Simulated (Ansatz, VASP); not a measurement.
Mo8P8H in VASP and in Ansatz

```
CELL_PARAMETERS angstrom
0.00000 0.00000 -6.39045
3.24104 -5.61365 0.00000
-6.48209 0.00000 0.00000
ATOMIC_POSITIONS crystal
Mo 0.49292 0.00023 0.50169
Mo 0.99286 0.00203 0.49986
Mo 0.49293 0.50210 0.50167
Mo 0.99286 0.49850 0.49985
Mo 0.49292 0.00023 0.99979
Mo 0.99285 0.00204 0.00340
Mo 0.49280 0.50086 0.00105
Mo 0.99285 0.50087 0.00105
P 0.24567 0.16752 0.33439
P 0.74027 0.16753 0.33439
P 0.24538 0.66568 0.33070
P 0.74030 0.66558 0.33048
P 0.24537 0.17121 0.83623
P 0.74032 0.17142 0.83633
P 0.24537 0.66567 0.83622
P 0.74031 0.66558 0.83634
H 0.98998 0.83416 0.66768
```

Alike in both runs: functional PBE; k mesh 4 × 4 × 4; occupations gaussian, width 0.1 eV; no spin polarisation.

Ansatz relaxed the structure, and its values are those at the end. VASP's run is a single point on that final structure, the one shown.

|  | VASP | Ansatz |
| --- | --- | --- |
| version | VASP 6.6.1 | Ansatz 0.2.0 |
| potentials or method | VASP PAW PBE potentials, release 64 (Mo_sv, P, H), cutoff 520 eV | scalar-relativistic, plane waves, PAW |
| valence electrons in the cell | 153 | 153 |

|  | VASP | Ansatz | Ansatz less VASP |
| --- | --- | --- | --- |
| gap on the k mesh at the Fermi level (eV) | none | none | - |
| rms of the force components (eV/Å) | 0.005 | 0.003 | -0.0013 |

A gap of «none» marks a metal or a gap that the smearing closes. With one functional, cell and mesh, what is left measures potentials, basis and numerics.
